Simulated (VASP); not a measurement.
A run of VASP 6.6.1:

The input INCAR:

```
SYSTEM = Si16HC16
  ALGO = Normal
  EDIFF = 1E-6
  ENCUT = 520
  GGA = PE
  GGA_COMPAT = .False.
  ISIF = 2
  ISMEAR = -1
  LASPH = .True.
  LCHARG = .True.
  LELF = .True.
  LREAL = Auto
  LVHAR = .True.
  LWAVE = .False.
  NBANDS = 86
  NELECT = 130.0
  NELM = 120
  PREC = Accurate
  SIGMA = 0.01
```

Contents of KPOINTS:

```
k-points
0
Gamma
  1 1 1
  0 0 0
```

File POSCAR:

```
Si16HC16
1.0
   -4.3797050000      4.3797050000     -4.3797050000
    4.3797050000      4.3797050000      4.3797050000
    4.3797050000     -4.3797050000     -4.3797050000
Si C H
16 16 1
Direct
   -0.0001881084     -0.0017131285      0.7480019472
   -0.0001973451      0.2473900422      0.4987976894
   -0.0001832864      0.4995927317      0.2443847433
   -0.0001880142      0.7437976417      0.0001846596
    0.2489255898      0.0009302375      0.5014733787
    0.2519949175      0.2504342750      0.2523399377
    0.2439534715      0.4995958879      0.0001801472
    0.2520145863      0.7517959274      0.7510296227
    0.5011482198      0.0009194165      0.2493221956
    0.4984604281      0.2474138579      0.0001688126
    0.4985048437      0.4996118605      0.7480023960
    0.5011431557      0.7487300571      0.5014881217
    0.7476274920     -0.0017431879      0.0001594121
    0.7555716381      0.2553620364      0.7559304984
    0.7476227648      0.4995905792      0.4988264176
    0.7506293183      0.7517375642      0.2523233465
   -0.0002213056     -0.0010458468      0.0001553650
   -0.0001960417      0.2447435231      0.7452709629
   -0.0002346213      0.4995878653      0.4994428703
   -0.0001828720      0.7544982574      0.2550119559
    0.2498107445     -0.0003806286      0.7501753302
    0.2498247382      0.2496340880      0.5002092341
    0.2547014309      0.4995660892      0.2550410188
    0.2546850335      0.7544499073      0.0001342341
    0.5004284731      0.0002278966      0.5007929977
    0.4997802161      0.2495531016      0.2501783317
    0.4992412446      0.4996147916      0.0002097934
    0.4997879255      0.7495667913      0.7501470386
    0.7497722758     -0.0004209719      0.2501795642
    0.7449514642      0.2447249563      0.0001715888
    0.7449781562      0.4995876018      0.7453047914
    0.7497954591      0.7496069323      0.5001657289
   -0.0001143412      0.4996442367      0.0002432581
```

Potentials or basis: VASP PAW PBE potentials, release 64 (Si, C, H).

Launch:

```console
$ cat potpaw_PBE.64/Si/POTCAR potpaw_PBE.64/C/POTCAR potpaw_PBE.64/H/POTCAR > POTCAR
$ mpirun -np 1 vasp_gam > vasp.out
```

Hardware: 1 thread of Intel(R) Xeon(R) Platinum 8375C CPU @ 2.90GHz (Ice Lake), with other jobs on the host.

Problem. Estimate the wall time of this run.

Solution. Run time: 69 s on 1 thread of Intel(R) Xeon(R) Platinum 8375C CPU @ 2.90GHz (Ice Lake) (shared host), peak memory 0.39 GiB. Counts: scf iterations 15, k points 1.
